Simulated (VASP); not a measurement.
# Pd (Fm-3m) in VASP: further runs

Runs on Pd. Level: LDA. Tasks: single point.

Program: VASP 6.6.1. These are calculated values, not measurements. Logs are shortened: lines on timing, memory, paths and dates and some standing lists are left out, and cuts for length are marked.

## 1. The cell of the first run

Symmetry: Fm-3m, No. 225, cubic system. The conventional cell has a = 3.893 Å, b = 3.893 Å, c = 3.893 Å, α = 90.00°, β = 90.00°, γ = 90.00°. Pd (site symmetry m-3m) has 12 Pd at 2.75 Å within 3.6 Å.

## 2. Single point, LDA (volume scaled by 1.04)

File INCAR:

```
SYSTEM = Pd
ALGO = Normal
EDIFF = 1E-6
ENCUT = 520
ISIF = 2
ISMEAR = -1
LASPH = .TRUE.
LCHARG = .TRUE.
LELF = .TRUE.
LREAL = .FALSE.
LVHAR = .TRUE.
LWAVE = .FALSE.
NBANDS = 11
NELM = 80
PREC = Accurate
SIGMA = 0.1
```

File KPOINTS:

```
k-points
0
G
  23 23 23
  0 0 0
```

File POSCAR:

```
Pd
1.0
    0.0000000000      1.9464221876      1.9464221876
    1.9464221876      0.0000000000      1.9464221876
    1.9464221876      1.9464221876      0.0000000000
Pd
1
Direct
    0.0000000000      0.0000000000      0.0000000000
```

Potentials or basis: VASP PAW LDA potentials, release 64 (Pd).

On the command line:

```bash
> cat potpaw_LDA.64/Pd/POTCAR > POTCAR
> mpirun -np 1 vasp_std > vasp.out
```

OUTCAR:

```text
SYSTEM = Pd
   EDIFF = 1E-6
   ENCUT = 520
   ISIF = 2
   ISMEAR = -1
   LASPH = .TRUE.
   LREAL = .FALSE.
   NELM = 80
   PREC = Accurate

 ion  position               nearest neighbor table
   1  0.000  0.000  0.000-

  LATTYP: Found a face centered cubic cell.
 ALAT       =     3.8928443752

  Lattice vectors:

 A1 = (   0.0000000000,   1.9464221876,   1.9464221876)
 A2 = (   1.9464221876,   0.0000000000,   1.9464221876)
 A3 = (   1.9464221876,   1.9464221876,   0.0000000000)

Analysis of symmetry for initial positions (statically):
[... 33 lines left out ...]
                                     Primitive cell

  volume of cell :      14.7483

  direct lattice vectors                    reciprocal lattice vectors
     0.000000000  1.946422188  1.946422188    -0.256881576  0.256881576  0.256881576
     1.946422188  0.000000000  1.946422188     0.256881576 -0.256881576  0.256881576
     1.946422188  1.946422188  0.000000000     0.256881576  0.256881576 -0.256881576

  length of vectors
     2.752656656  2.752656656  2.752656656     0.444931942  0.444931942  0.444931942

  position of ions in fractional coordinates (direct lattice)
     0.000000000  0.000000000  0.000000000

  ion indices of the primitive-cell ions
   primitive index   ion index
                 1           1

----------------------------------------------------------------------------------------

 KPOINTS: k-points

Automatic generation of k-mesh.
 Grid dimensions read from file:
 generate k-points for:   23   23   23

 Generating k-lattice:

  Cartesian coordinates                     Fractional coordinates (reciprocal lattice)
    -0.011168764  0.011168764  0.011168764     0.043478261  0.000000000  0.000000000
     0.011168764 -0.011168764  0.011168764     0.000000000  0.043478261  0.000000000
     0.011168764  0.011168764 -0.011168764     0.000000000  0.000000000  0.043478261

  Length of vectors
     0.019344867  0.019344867  0.019344867

  Shift w.r.t. Gamma in fractional coordinates (k-lattice)
     0.000000000  0.000000000  0.000000000

 Subroutine IBZKPT returns following result:
 ===========================================

 Found    364 irreducible k-points:

 Following reciprocal coordinates:
            Coordinates               Weight
  0.000000  0.000000  0.000000      1.000000
  0.043478  0.000000  0.000000      8.000000
  0.086957  0.000000  0.000000      8.000000
  0.130435  0.000000  0.000000      8.000000
  0.173913  0.000000  0.000000      8.000000
  0.217391  0.000000  0.000000      8.000000
[... 16 lines left out ...]
  0.478261  0.043478  0.000000     24.000000
 -0.478261  0.043478  0.000000     24.000000
 [... further k-points ...]
   k-points           NKPTS =    364   k-points in BZ     NKDIM =    364   number of bands    NBANDS=     11
   number of dos      NEDOS =    301   number of ions     NIONS =      1
   total plane-waves  NPLWV =   8000
   dimension x,y,z NGX =    20 NGY =   20 NGZ =   20
   dimension x,y,z NGXF=    40 NGYF=   40 NGZF=   40
   ions per type =               1
   NGX,Y,Z   is equivalent  to a cutoff of  12.08, 12.08, 12.08 a.u.
   NGXF,Y,Z  is equivalent  to a cutoff of  24.16, 24.16, 24.16 a.u.
 SYSTEM =  Pd
   PREC   = accura    normal or accurate (medium, high low for compatibility)
   ISTART =      0    job   : 0-new  1-cont  2-samecut
   ICHARG =      2    charge: 1-file 2-atom 10-const
   ISPIN  =      1    spin polarized calculation?
   LNONCOLLINEAR =      F non collinear calculations
   LSORBIT =      F    spin-orbit coupling
   LASPH  =      T    aspherical Exc in radial PAW
   ENCUT  =  520.0 eV  38.22 Ry    6.18 a.u.   5.12  5.12  5.12*2*pi/ulx,y,z
   NELM   =     80;   NELMIN=  2; NELMDL= -5     # of ELM steps
   EDIFF  = 0.1E-05   stopping-criterion for ELM
   LREAL  =      F    real-space projection
   EDIFFG = 0.1E-04   stopping-criterion for IOM
   NSW    =      0    number of steps for IOM
   IBRION =     -1    ionic relax: 0-MD 1-quasi-New 2-CG
   NFREE  =      0    steps in history (QN), initial steepest desc. (CG)
   ISIF   =      2    stress and relaxation
   ISYM   =      2    0-nonsym 1-usesym 2-fastsym
   POTIM  = 0.5000    time-step for ionic-motion
   TEBEG  =    0.0;   TEEND  =   0.0 temperature during run
   PSTRESS=    0.0 pullay stress
   NELECT =      10.0000    total number of electrons
   NUPDOWN=      -1.0000    fix difference up-down
   EMIN   =  10.00;   EMAX   =-10.00  energy-range for DOS
   EFERMI =   0.00;   METHOD = LEGACY
   ISMEAR =    -1;   SIGMA  =   0.10  broadening in eV -4-tet -1-fermi 0-gaus
   EFERMI_NEDOS =   21; number of points for ismear=-14 and -15
   IALGO  =     38    algorithm
   IMIX   =      4    mixing-type and parameters
     AMIX     =   0.40;   BMIX     =  1.00
     AMIX_MAG =   1.60;   BMIX_MAG =  1.00
  volume/ion in A,a.u.               =      14.75        99.53
  Fermi-wavevector in a.u.,A,eV,Ry     =   1.438228  2.717857 28.143654  2.068500
  Thomas-Fermi vector in A             =   2.557218
   LORBIT       =      0    0 simple, 1 ext, 2 COOP (PROOUT), +10 PAW based schemes
   GGA     = CA    functional components
   LHFCALC =     F    Hartree Fock is set to
   AEXX    =    0.0000 exact exchange contribution
   IVDW    =     0    specifies the selected vdW correction
   LEPSILON=     F    determine dielectric tensor
   LRPA    =     F    only Hartree local field effects (RPA)
 non-spin polarized calculation
  energy-cutoff  :      520.00
  volume of cell :       14.75
 maximum number of plane-waves:       411
   NGX = 11   NGY = 11   NGZ = 11

 number of electron      10.0000000 magnetization

 number of electron       9.9999999 magnetization

 Free energy of the ion-electron system (eV)
  ---------------------------------------------------
  ext. energy  EPLUGINS =         0.00000000
  ---------------------------------------------------
  free energy    TOTEN  =        -6.51490789 eV

  energy without entropy =       -6.45165277  energy(sigma->0) =       -6.48328033

 E-fermi :   9.6170     XC(G=0): -13.5184

 val. band max:        9.6142886422   @ k =  -0.4783   0.2609   0.0435
 cond. band min:       9.6184738037   @ k =   0.4783   0.3478   0.0435
 fundamental gap:      0.0041851614
 Fermi energy:         9.6170074339

 k-point     1 :       0.0000    0.0000    0.0000
  band No.  band energies     occupation
      1       2.3558      2.00000
      2       6.7216      2.00000
      3       6.7216      2.00000
      4       6.7216      2.00000
      5       8.3651      1.99999
      6       8.3651      1.99999
      7      26.7286      0.00000
      8      31.4441      0.00000
      9      31.4441      0.00000
     10      31.4441      0.00000
     11      35.3614      0.00000

 k-point     2 :       0.0435    0.0000    0.0000
  band No.  band energies     occupation
      1       2.4250      2.00000
      2       6.6964      2.00000
      3       6.7462      2.00000
      4       6.7462      2.00000
      5       8.3529      1.99999
      6       8.3529      1.99999
      7      26.8051      0.00000
      8      30.9652      0.00000
      9      31.5247      0.00000
     10      31.5247      0.00000
     11      35.3831      0.00000

 k-point     3 :       0.0870    0.0000    0.0000
  band No.  band energies     occupation
      1       2.6281      2.00000
      2       6.6282      2.00000
      3       6.8143      2.00000
      4       6.8143      2.00000
      5       8.3228      2.00000
      6       8.3228      2.00000
      7      27.0040      0.00000
      8      29.8759      0.00000
      9      31.7585      0.00000
     10      31.7585      0.00000
     11      35.4045      0.00000

 k-point     4 :       0.1304    0.0000    0.0000
  band No.  band energies     occupation
      1       2.9498      2.00000
      2       6.5406      2.00000
      3       6.9078      2.00000
      4       6.9078      2.00000
      5       8.2950      2.00000
      6       8.2950      2.00000
      7      27.1771      0.00000
      8      28.6446      0.00000
      9      32.1206      0.00000
     10      32.1206      0.00000
     11      35.4197      0.00000

 k-point     5 :       0.1739    0.0000    0.0000
  band No.  band energies     occupation
      1       3.3568      2.00000
      2       6.4781      2.00000
      3       6.9936      2.00000
      4       6.9936      2.00000
      5       8.3043      2.00000
      6       8.3043      2.00000
      7      26.6155      0.00000
      8      28.0029      0.00000
      9      32.5602      0.00000
     10      32.5602      0.00000
     11      35.5059      0.00000
[... 211 lines left out ...]
 k-point    21 :       0.3913    0.0435    0.0000
  band No.  band energies     occupation
      1       4.3652      2.00000
      2       6.7607      2.00000
      3       6.8544      2.00000
      4       8.2769      2.00000
      5       9.3302      1.89253
      6       9.5275      1.41968
      7      19.4785      0.00000
      8      26.6823      0.00000
      9      30.7811      0.00000
     10      31.6927      0.00000
     11      35.3984      0.00000

 k-point    22 :       0.4348    0.0435    0.0000
  band No.  band energies     occupation
      1       4.3243      2.00000
      2       6.6920      2.00000
      3       6.7845      2.00000
      4       8.8011      1.99943
      5       9.4923      1.55360
      6      10.1571      0.00898
      7      18.1187      0.00000
      8      26.3788      0.00000
      9      30.4442      0.00000
     10      30.9528      0.00000
     11      35.4034      0.00000

 k-point    23 :       0.4783    0.0435    0.0000
  band No.  band energies     occupation
      1       4.2920      2.00000
      2       6.6526      2.00000
      3       6.7383      2.00000
      4       9.0958      1.98916
      5       9.5728      1.21766
      6      10.7632      0.00002
      7      17.1374      0.00000
      8      26.1969      0.00000
      9      30.3091      0.00000
     10      30.4325      0.00000
     11      35.3976      0.00000

 k-point    24 :      -0.4783    0.0435    0.0000
  band No.  band energies     occupation
      1       4.2833      2.00000
      2       6.6467      2.00000
      3       6.7220      2.00000
      4       9.1950      1.97104
      5       9.5567      1.29269
      6      10.9690      0.00000
      7      16.8515      0.00000
      8      26.1491      0.00000
      9      30.1610      0.00000
     10      30.4214      0.00000
     11      35.3975      0.00000

 [... further k-points ...]
[... 5 lines left out ...]
  --------------------------------------------------------------------------------------
  -------------------------------------------------------------------------------------
  Total       -0.7220550     -0.7220550     -0.7220550      0.0000000      0.0000000     -0.0000000
  in kB      -78.4403900    -78.4403900    -78.4403900      0.0000000      0.0000000     -0.0000000
  external PRESSURE =     -78.4403900 kB  Pullay stress =       0.0000000 kB

 VOLUME and BASIS-vectors are now :
 -----------------------------------------------------------------------------
  energy-cutoff  :      520.00
  volume of cell :       14.75
      direct lattice vectors                 reciprocal lattice vectors
     0.000000000  1.946422188  1.946422188    -0.256881576  0.256881576  0.256881576
     1.946422188  0.000000000  1.946422188     0.256881576 -0.256881576  0.256881576
     1.946422188  1.946422188  0.000000000     0.256881576  0.256881576 -0.256881576

 POSITION                                       TOTAL-FORCE (eV/Angst)
 -----------------------------------------------------------------------------------
      0.00000      0.00000      0.00000        -0.000000      0.000000      0.000000
 -----------------------------------------------------------------------------------
    total drift:                                0.000000     -0.000000      0.000000

  FREE ENERGIE OF THE ION-ELECTRON SYSTEM (eV)
  ---------------------------------------------------
  free  energy   TOTEN  =        -6.5149078905 eV

  energy  without entropy=       -6.4516527703  energy(sigma->0) =       -6.48328033
```

Wall time 51 s (1 thread of Intel Xeon 8259CL, shared host); peak memory 0.17 GiB.

Results:

| Quantity | Value |
| --- | --- |
| Free energy | -6.5149 eV |
| Pressure | -7.8 GPa |
| Band gap on the k mesh | zero (band 5 reaches 9.87 eV, above the bottom of band 6 at 8.29 eV) |

## 3. Single point, LDA (volume scaled by 1.08)

File INCAR:

```
SYSTEM = Pd
PREC = Accurate
ENCUT = 520
EDIFF = 1E-6
ISMEAR = -1
SIGMA = 0.1
LREAL = .FALSE.
LASPH = .TRUE.
NELM = 60
ALGO = Normal
ISIF = 2
LWAVE = .FALSE.
LCHARG = .TRUE.
GGA = CA
LELF = .TRUE.
LVHAR = .TRUE.
NBANDS = 11
```

File KPOINTS:

```
Automatic mesh
0
G
  23 23 23
  0 0 0
```

File POSCAR:

```
Pd
1.0
    0.0000000000      1.9710630590      1.9710630590
    1.9710630590      0.0000000000      1.9710630590
    1.9710630590      1.9710630590      0.0000000000
Pd
1
Direct
    0.0000000000      0.0000000000      0.0000000000
```

Potentials or basis: VASP PAW LDA potentials, release 64 (Pd).

On the command line:

```bash
> cat potpaw_LDA.64/Pd/POTCAR > POTCAR
> mpirun -np 1 vasp_std > vasp.out
```

Run time: 65 s. Hardware: 1 thread of Intel Xeon 8259CL, shared host; peak memory 0.18 GiB.

Results (log left out):

```yaml
Free_energy: -6.4761 eV
Pressure: -14.0 GPa
Band_gap_on_the_k_mesh: zero (band 5 reaches 9.22 eV, above the bottom of band 6 at 7.74 eV)
```

Levels at points of the mesh, in eV from the Fermi level:
```csv
k point,band 2,band 3,band 4,band 5,band 6,band 7,band 8,band 9
"(0.00, 0.00, 0.00)",-2.73,-2.73,-2.73,-1.18,-1.18,17.09,21.59,21.59
```
